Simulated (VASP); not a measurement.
# TiSi16 (a cell with a defect) in VASP: a series of runs, part 2 of 2

VASP 6.6.1. The steps go on from the part before.

### 4 Single point, PBE

File INCAR:

```
SYSTEM = TiSi16
  PREC = Accurate
  ENCUT = 520
  EDIFF = 1E-7
  ISMEAR = 0
  SIGMA = 0.02
  LREAL = Auto
  LASPH = .TRUE.
  NELM = 60
  ALGO = Normal
  ISIF = 2
  LWAVE = .FALSE.
  LCHARG = .FALSE.
  GGA = PE
  NBANDS = 52
```

File KPOINTS:

```
Automatic mesh
0
G
  2 2 2
  0 0 0
```

File POSCAR:

```
TiSi16
1.0
    0.0000000000      5.4300000000      5.4300000000
    5.4300000000      0.0000000000      5.4300000000
    5.4300000000      5.4300000000      0.0000000000
Si Ti
16 1
Direct
   -0.0006700623     -0.0005019970     -0.0099254851
    0.1201604588      0.1190523923      0.1234876537
   -0.0005502410     -0.0003887948      0.4972157959
    0.1235764143      0.1237381340      0.6194960046
   -0.0180878541      0.5038495260      0.0001536176
    0.1159585688      0.6270379667      0.1238023621
   -0.0029876880      0.4943120642      0.4974355157
    0.1159847457      0.6272143999      0.6192225889
    0.5040247114     -0.0199748477      0.0009527570
    0.6267457419      0.1154077964      0.1238287436
    0.4942162931     -0.0032452634      0.4975901228
    0.6269291830      0.1154352574      0.6199880301
    0.4984242788      0.4986062120      0.0020314893
    0.6192066194      0.6167872973      0.1249911594
    0.4985136600      0.4986360056      0.4869226145
    0.6236229611      0.6232240728      0.6195987473
    0.3701576789      0.3690466182      0.8734076526
```

Potentials or basis: VASP PAW PBE potentials, release 64 (Si, Ti_sv).

On the command line:

```
> cat potpaw_PBE.64/Si/POTCAR potpaw_PBE.64/Ti_sv/POTCAR > POTCAR
> mpirun -np 1 vasp_std > vasp.out
```

OUTCAR:

```text
SYSTEM = TiSi16
   PREC = Accurate
   ENCUT = 520
   EDIFF = 1E-7
   ISMEAR = 0
   LREAL = Auto
   LASPH = .TRUE.
   NELM = 60
   ISIF = 2
   GGA = PE

 ion  position               nearest neighbor table
   1  0.999  0.999  0.990-   4 2.32   6 2.34  10 2.34   2 2.34
   2  0.120  0.119  0.123-   3 2.34   1 2.34   9 2.41   5 2.41  17 2.71
   3  0.999  1.000  0.497-   4 2.32   8 2.34  12 2.34   2 2.34
   4  0.124  0.124  0.619-   3 2.32   1 2.32   7 2.32  11 2.32
   5  0.982  0.504  0.000-  14 2.27   6 2.39   8 2.39   2 2.41  17 2.43
   6  0.116  0.627  0.124-   1 2.34   7 2.34   5 2.39  13 2.40  17 2.76
   7  0.997  0.494  0.497-   4 2.32  16 2.34   6 2.34   8 2.34
   8  0.116  0.627  0.619-   3 2.34   7 2.34   5 2.39  15 2.40  17 2.76
   9  0.504  0.980  0.001-  14 2.28  12 2.39  10 2.39   2 2.41  17 2.44
  10  0.627  0.115  0.124-   1 2.34  11 2.34   9 2.39  13 2.40  17 2.75
  11  0.494  0.997  0.498-   4 2.32  16 2.34  10 2.34  12 2.34
  12  0.627  0.115  0.620-   3 2.34  11 2.34   9 2.39  15 2.40  17 2.75
  13  0.498  0.499  0.002-  14 2.27  16 2.40   6 2.40  10 2.40  17 2.42
  14  0.619  0.617  0.125-  13 2.27  15 2.27   5 2.27   9 2.28
  15  0.499  0.499  0.487-  14 2.27  16 2.40   8 2.40  12 2.40  17 2.42
  16  0.624  0.623  0.620-   7 2.34  11 2.34  15 2.40  13 2.40  17 2.76
  17  0.370  0.369  0.873-  13 2.42  15 2.42   5 2.43   9 2.44   2 2.71  10 2.75  12 2.75  16 2.76
[... 212 lines left out ...]
      5      -5.7203      2.00000
      6      -3.5123      2.00000
[... 413 lines left out ...]
     49       9.8743      0.00000
     50      10.5301      0.00000
 [bands above 50 left out]

------------------------ aborting loop because EDIFF is reached ----------------------------------------

  FORCE on cell =-STRESS in cart. coord.  units (eV):
  Direction    XX          YY          ZZ          XY          YZ          ZX
  --------------------------------------------------------------------------------------
  -------------------------------------------------------------------------------------
  Total        7.9188938      7.9278707      8.2234744     -0.2417135      0.0126133     -0.0136693
  in kB       39.6228414     39.6677582     41.1468356     -1.2094337      0.0631116     -0.0683955
  external PRESSURE =      40.1458117 kB  Pullay stress =       0.0000000 kB

 VOLUME and BASIS-vectors are now :
 -----------------------------------------------------------------------------
  energy-cutoff  :      520.00
  volume of cell :      320.21
      direct lattice vectors                 reciprocal lattice vectors
     0.000000000  5.430000000  5.430000000    -0.092081031  0.092081031  0.092081031
     5.430000000  0.000000000  5.430000000     0.092081031 -0.092081031  0.092081031
     5.430000000  5.430000000  0.000000000     0.092081031  0.092081031 -0.092081031

 POSITION                                       TOTAL-FORCE (eV/Angst)
 -----------------------------------------------------------------------------------
     10.80338     10.80247     10.85364         0.000865      0.001614     -0.000171
      1.31699      1.32301      1.29893         0.001939     -0.003816      0.001533
      8.12777      8.12689     10.85490        -0.000646      0.000573     -0.000571
      4.03576      4.03488      1.34292         0.000208      0.000995     -0.002378
      2.73674      5.33262      8.06769         0.001086     -0.004198     -0.003282
      4.07706      1.30190      4.03447        -0.000024     -0.002112     -0.003059
[... 9 lines left out ...]
      6.74853      6.75069      6.77038         0.004626     -0.002653     -0.000301
      6.74653      6.75256      4.01388        -0.002382     -0.003671      0.004286
 -----------------------------------------------------------------------------------
    total drift:                               -0.003355     -0.003869      0.002860

  FREE ENERGIE OF THE ION-ELECTRON SYSTEM (eV)
  ---------------------------------------------------
  free  energy   TOTEN  =       -92.2043903743 eV

  energy  without entropy=      -92.2007510912  energy(sigma->0) =      -92.20257073
```

OSZICAR:

```text
N       E                     dE             d eps       ncg     rms          rms(c)
DAV:   1     0.344535067102E+03    0.34454E+03   -0.30872E+04   848   0.126E+03
DAV:   2    -0.581013607286E+02   -0.40264E+03   -0.38299E+03   968   0.247E+02
DAV:   3    -0.926461040078E+02   -0.34545E+02   -0.33607E+02  1208   0.665E+01
DAV:   4    -0.950486599912E+02   -0.24026E+01   -0.23626E+01  1256   0.151E+01
DAV:   5    -0.951269127365E+02   -0.78253E-01   -0.78132E-01  1124   0.236E+00    0.186E+01
DAV:   6    -0.943934342535E+02    0.73348E+00   -0.16847E+01  1148   0.194E+01    0.149E+01
DAV:   7    -0.929997655607E+02    0.13937E+01   -0.21713E+01  1136   0.231E+01    0.948E+00
DAV:   8    -0.922967829115E+02    0.70298E+00   -0.14616E+00  1020   0.553E+00    0.283E+00
DAV:   9    -0.922014457327E+02    0.95337E-01   -0.46832E-01  1292   0.280E+00    0.547E-01
DAV:  10    -0.922027565853E+02   -0.13109E-02   -0.23692E-02  1064   0.565E-01    0.368E-01
DAV:  11    -0.922045197329E+02   -0.17631E-02   -0.40587E-03  1056   0.256E-01    0.216E-01
DAV:  12    -0.922043413020E+02    0.17843E-03   -0.14329E-03  1112   0.198E-01    0.516E-02
DAV:  13    -0.922043907921E+02   -0.49490E-04   -0.19114E-04  1064   0.568E-02    0.225E-02
DAV:  14    -0.922043887767E+02    0.20153E-05   -0.32143E-05  1088   0.287E-02    0.741E-03
DAV:  15    -0.922043907742E+02   -0.19975E-05   -0.37041E-06   960   0.792E-03    0.326E-03
DAV:  16    -0.922043904216E+02    0.35261E-06   -0.22189E-07   840   0.192E-03    0.130E-03
DAV:  17    -0.922043903743E+02    0.47306E-07   -0.10493E-07   672   0.135E-03
   1 F= -.92204390E+02 E0= -.92202571E+02  d E =-.363928E-02
```

stdout:

```text
POSCAR found type information on POSCAR SiTi
 POSCAR found :  2 types and      17 ions
 scaLAPACK will be used
 LDA part: xc-table for (Slater+PW92), standard interpolation
 POSCAR, INCAR and KPOINTS ok, starting setup
 FFT: planning ... GRIDC
 FFT: planning ... GRID_SOFT
 FFT: planning ... GRID
 WAVECAR not read
 entering main loop
```

It took 6.6 min on 1 thread of Intel Xeon Platinum 8259CL at 2.50GHz (Skylake/Cascade Lake), shared host; peak memory 0.5 GiB.

Results:

```
Free energy            : -92.2044 eV
Pressure               : 4.0 GPa
Largest force          : 0.010 eV/Å
Band gap on the k mesh : zero (band 38 reaches 6.96 eV, above the bottom of band 39 at 6.56 eV)
```

Forces on the atoms (eV/Å):
```
Si   0.001  0.002  0.000
Si   0.002 -0.004  0.002
Si  -0.001  0.001 -0.001
Si   0.000  0.001 -0.002
Si   0.001 -0.004 -0.003
Si   0.000 -0.002 -0.003
Si  -0.001  0.002  0.002
Si   0.001  0.005 -0.006
Si  -0.006  0.005  0.002
Si   0.001  0.000 -0.003
Si  -0.001  0.001  0.001
Si   0.002 -0.002 -0.005
Si  -0.002  0.006  0.008
Si   0.005 -0.003  0.001
Si  -0.005  0.000  0.004
Si   0.005 -0.003  0.000
Ti  -0.002 -0.004  0.004
```

Stress tensor (GPa, compression positive):
```
 3.96 -0.12 -0.01
-0.12  3.97  0.01
-0.01  0.01  4.11
```

Levels at points of the mesh, in eV from the Fermi level:
| k point | band 36 | band 37 | band 38 | band 39 | band 40 | band 41 |
| --- | --- | --- | --- | --- | --- | --- |
| (0.00, 0.00, 0.00) | -0.97 | -0.42 | -0.39 | -0.36 | -0.11 | -0.06 |
| (0.50, 0.00, 0.00) | -1.35 | -0.26 | 0.04 | 0.07 | 0.45 | 0.45 |
| (0.00, 0.50, 0.00) | -1.35 | -0.25 | 0.04 | 0.06 | 0.45 | 0.45 |
| (0.00, 0.00, 0.50) | -1.35 | -0.28 | 0.00 | 0.07 | 0.45 | 0.47 |
| (0.50, 0.50, 0.50) | -1.35 | -0.28 | 0.00 | 0.07 | 0.45 | 0.47 |
| (0.50, 0.50, 0.00) | -1.88 | -0.70 | -0.03 | 0.57 | 0.62 | 1.11 |
| (0.00, 0.50, 0.50) | -1.86 | -0.69 | -0.03 | 0.57 | 0.58 | 1.12 |
| (0.50, 0.00, 0.50) | -1.86 | -0.69 | -0.03 | 0.57 | 0.58 | 1.12 |

Caveat: the k points lie up to 0.50 Å⁻¹ apart.

### 5 Single point, PBE

File INCAR:

```
SYSTEM = TiSi16
  ALGO = Normal
  EDIFF = 1E-6
  ENCUT = 520
  GGA = PE
  ISIF = 2
  ISMEAR = 0
  LASPH = .TRUE.
  LCHARG = .FALSE.
  LREAL = Auto
  LWAVE = .FALSE.
  NBANDS = 52
  NELM = 60
  PREC = Accurate
  SIGMA = 0.02
```

File KPOINTS:

```
k-points
0
G
  2 2 2
  0 0 0
```

File POSCAR:

```
TiSi16
1.0
    0.0000000000      5.4300000000      5.4300000000
    5.4300000000      0.0000000000      5.4300000000
    5.4300000000      5.4300000000      0.0000000000
Si Ti
16 1
Direct
    0.0149739411     -0.0185848066     -0.0009279006
    0.1376326888      0.1202321363      0.1218094843
    0.0041901473      0.0002676796      0.4955698895
    0.1380127993      0.1163536832      0.6181848066
    0.0147193370      0.5047197053     -0.0011589319
    0.1393055249      0.6183786372      0.1234751381
    0.0162441068      0.4993409761      0.4853809392
    0.1379871087      0.6277784530      0.6179622468
    0.5114087477      0.0002409761     -0.0115943831
    0.6340505525      0.1163448435      0.1221980663
    0.5117087477     -0.0023767035      0.4959048803
    0.6336296501      0.1244255985      0.6178197053
    0.5012188766      0.4993527624      0.0003477901
    0.6338070902      0.6277435543      0.1221702578
    0.5116592081      0.4950474217      0.4958472376
    0.6338563536      0.6241534070      0.6179939227
   -0.1123487109      0.3702072744      0.8718525783
```

Potentials or basis: VASP PAW PBE potentials, release 64 (Si, Ti_sv).

On the command line:

```
> cat potpaw_PBE.64/Si/POTCAR potpaw_PBE.64/Ti_sv/POTCAR > POTCAR
> mpirun -np 1 vasp_std > vasp.out
```

OUTCAR:

```text
SYSTEM = TiSi16
   EDIFF = 1E-6
   ENCUT = 520
   GGA = PE
   ISIF = 2
   ISMEAR = 0
   LASPH = .TRUE.
   LREAL = Auto
   NELM = 60
   PREC = Accurate

 ion  position               nearest neighbor table
   1  0.015  0.981  0.999-   6 2.28   4 2.39  10 2.39   2 2.41  17 2.44
   2  0.138  0.120  0.122-   3 2.34   9 2.34   1 2.41   5 2.41  17 2.71
   3  0.004  0.000  0.496-  12 2.32   8 2.34   4 2.34   2 2.34
   4  0.138  0.116  0.618-   3 2.34  11 2.34   1 2.39   7 2.40  17 2.76
   5  0.015  0.505  0.999-   6 2.28   8 2.39  14 2.39   2 2.41  17 2.44
   6  0.139  0.618  0.123-   7 2.27  13 2.27   5 2.28   1 2.28
[... 649 lines left out ...]
  in kB       39.6306901     41.1280805     39.6336016      0.0098458      0.0192975      1.1800504
  external PRESSURE =      40.1307907 kB  Pullay stress =       0.0000000 kB

 VOLUME and BASIS-vectors are now :
 -----------------------------------------------------------------------------
  energy-cutoff  :      520.00
  volume of cell :      320.21
      direct lattice vectors                 reciprocal lattice vectors
     0.000000000  5.430000000  5.430000000    -0.092081031  0.092081031  0.092081031
     5.430000000  0.000000000  5.430000000     0.092081031 -0.092081031  0.092081031
     5.430000000  5.430000000  0.000000000     0.092081031  0.092081031 -0.092081031

 POSITION                                       TOTAL-FORCE (eV/Angst)
 -----------------------------------------------------------------------------------
     10.75405      5.50627      5.41039        -0.002581     -0.001333     -0.003876
      1.31429      1.40877      1.40021         0.001532      0.000667      0.000209
      2.69240      2.71370      0.02421        -0.000118      0.000439     -0.001189
      3.98854      4.10615      1.38121         0.002392      0.001245     -0.000992
      8.16433      5.50363      2.82055         0.002730      0.000162      0.002084
      4.02827      1.42690      4.11423         0.001337      0.000159      0.001474
[... 9 lines left out ...]
      6.74486      6.79755      6.83099        -0.000236      0.000125      0.000570
      6.74439      9.55411      6.83017        -0.005207     -0.007878      0.006065
 -----------------------------------------------------------------------------------
    total drift:                               -0.002680     -0.006282      0.007121

  FREE ENERGIE OF THE ION-ELECTRON SYSTEM (eV)
  ---------------------------------------------------
  free  energy   TOTEN  =       -92.2045539579 eV

  energy  without entropy=      -92.2009455150  energy(sigma->0) =      -92.20274974
```

OSZICAR:

```text
N       E                     dE             d eps       ncg     rms          rms(c)
DAV:   1     0.338859931113E+03    0.33886E+03   -0.30867E+04   856   0.126E+03
DAV:   2    -0.581346312622E+02   -0.39699E+03   -0.37748E+03   960   0.245E+02
DAV:   3    -0.927157955859E+02   -0.34581E+02   -0.33672E+02  1224   0.666E+01
DAV:   4    -0.950680468273E+02   -0.23523E+01   -0.23213E+01  1288   0.146E+01
DAV:   5    -0.951268484737E+02   -0.58802E-01   -0.58716E-01  1092   0.213E+00    0.187E+01
DAV:   6    -0.943925998539E+02    0.73425E+00   -0.17059E+01  1144   0.194E+01    0.150E+01
DAV:   7    -0.929928508985E+02    0.13997E+01   -0.21810E+01  1132   0.231E+01    0.946E+00
DAV:   8    -0.922989496808E+02    0.69390E+00   -0.14882E+00  1020   0.553E+00    0.285E+00
DAV:   9    -0.922016174495E+02    0.97332E-01   -0.46465E-01  1284   0.280E+00    0.543E-01
DAV:  10    -0.922029544861E+02   -0.13370E-02   -0.25191E-02  1060   0.579E-01    0.360E-01
DAV:  11    -0.922046908505E+02   -0.17364E-02   -0.40205E-03  1072   0.252E-01    0.214E-01
DAV:  12    -0.922045074005E+02    0.18345E-03   -0.14475E-03  1108   0.200E-01    0.500E-02
DAV:  13    -0.922045545408E+02   -0.47140E-04   -0.18522E-04  1056   0.557E-02    0.223E-02
DAV:  14    -0.922045522227E+02    0.23180E-05   -0.30502E-05  1064   0.283E-02    0.718E-03
DAV:  15    -0.922045543171E+02   -0.20943E-05   -0.37590E-06   920   0.784E-03    0.323E-03
DAV:  16    -0.922045539579E+02    0.35912E-06   -0.18784E-07   544   0.186E-03
   1 F= -.92204554E+02 E0= -.92202750E+02  d E =-.360844E-02
```

It took 6.3 min on 1 thread of Intel Xeon Platinum 8259CL at 2.50GHz (Skylake/Cascade Lake), shared host; peak memory 0.5 GiB.

Results:

```yaml
Free_energy: -92.2046 eV
Pressure: 4.0 GPa
Largest_force: 0.011 eV/Å
Band_gap_on_the_k_mesh: zero (band 38 reaches 6.96 eV, above the bottom of band 39 at 6.56 eV)
```

Forces in eV/Å, atoms in the order of the input:
```
Si  -0.003 -0.001 -0.004
Si   0.002  0.001  0.000
Si   0.000  0.000 -0.001
Si   0.002  0.001 -0.001
Si   0.003  0.000  0.002
Si   0.001  0.000  0.001
Si  -0.002 -0.002  0.000
Si   0.002  0.002 -0.001
Si  -0.001 -0.001  0.001
Si   0.000  0.002  0.001
Si   0.001  0.001  0.002
Si   0.001  0.003 -0.001
Si   0.003 -0.002 -0.005
Si  -0.001  0.002  0.001
Si  -0.002  0.001 -0.002
Si   0.000  0.000  0.001
Ti  -0.005 -0.008  0.006
```

Caveat: the k points lie up to 0.50 Å⁻¹ apart.
